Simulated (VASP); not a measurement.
## As: single point with PBEsol

The system is As.

```
As
1.0
     1.82500   -5.50000    0.00000
     1.82500    5.50000    0.00000
     0.00000    0.00000    4.47000
As
4
Cartesian
  1.8250 1.2100 2.5032
  1.8250 -4.2900 4.2018
  1.8250 -1.2100 1.9668
  1.8250 4.2900 0.2682
```

```yaml
Program: VASP 6.6.1
Task: single point
Functional: PBEsol
Potentials_or_basis: VASP PAW PBE potentials, release 64 (As)
Cutoff: 520 eV
k_mesh: 6 × 6 × 4
Occupations: fermi-dirac, width 0.05 eV
Spin: non-collinear spin, zero start, spin-orbit coupling
Starting_moments: "[[0.0, 0.0, 0.0], [0.0, 0.0, 0.0], [0.0, 0.0, 0.0], [0.0, 0.0, 0.0]] μB"
```

```yaml
Pressure: 0.1 GPa
Largest_force: 0.084 eV/Å
Net_moment: 0.00 μB per cell
Valence_electrons_inside_the_program's_atomic_spheres: As 2.71
```

Forces on the atoms (eV/Å):
```
As   0.000  0.077  0.034
As   0.000  0.077 -0.034
As   0.000 -0.077 -0.034
As   0.000 -0.077  0.034
```

Stress tensor (GPa, compression positive):
```
 1.63  0.00  0.00
 0.00 -0.05  0.00
 0.00  0.00 -1.18
```

Moments on the atoms (μB; x, y, z):
```
As  0.00 0.00 0.00
As  0.00 0.00 0.00
As  0.00 0.00 0.00
As  0.00 0.00 0.00
```

Wall time 8.5 min on 1 thread of Intel(R) Xeon(R) Platinum 8259CL CPU @ 2.50GHz (Skylake/Cascade Lake), with other jobs on the host, peak memory 0.65 GiB.

Caveat: the PAW data sets were made with another functional, which shifts forces and pressure a little.
